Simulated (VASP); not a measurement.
A run of VASP 6.6.1 is set up as follows.

Contents of INCAR:

```
  ALGO = Normal
  EDIFF = 1E-6
  ENCUT = 520
  GGA = PE
  ISIF = 2
  ISMEAR = 0
  LASPH = T
  LCHARG = T
  LELF = T
  LREAL = F
  LVHAR = T
  LWAVE = F
  NBANDS = 16
  NELM = 100
  PREC = Accurate
  SIGMA = 0.1
```

KPOINTS

```
k-points
0
Gamma
  6 6 6
```

File POSCAR:

```
ZrF
1.0
    3.2931397900      0.0000000000      0.0000000000
    0.0000000000      3.2931397900      0.0000000000
    0.0000000000      0.0000000000      3.2931397900
Zr F
1 1
Direct
    0.0000000000      0.0000000000      0.0000000000
    0.5000000000      0.5000000000      0.5000000000
```

Potentials or basis: VASP PAW PBE potentials, release 64 (Zr_sv, F).

Command:

```console
$ cat potpaw_PBE.64/Zr_sv/POTCAR potpaw_PBE.64/F/POTCAR > POTCAR
$ mpirun -np 1 vasp_std > vasp.out
```

Task: Predict the band gap on the k mesh.

Result: Zero (an odd number of electrons rules out a gap without spin polarisation).

Task: Predict the pressure.

Result: -10.3 GPa.

Caveat: the cell stands under tension; an odd number of electrons without spin polarisation forces a metal; a magnetic or distorted state may lie lower.
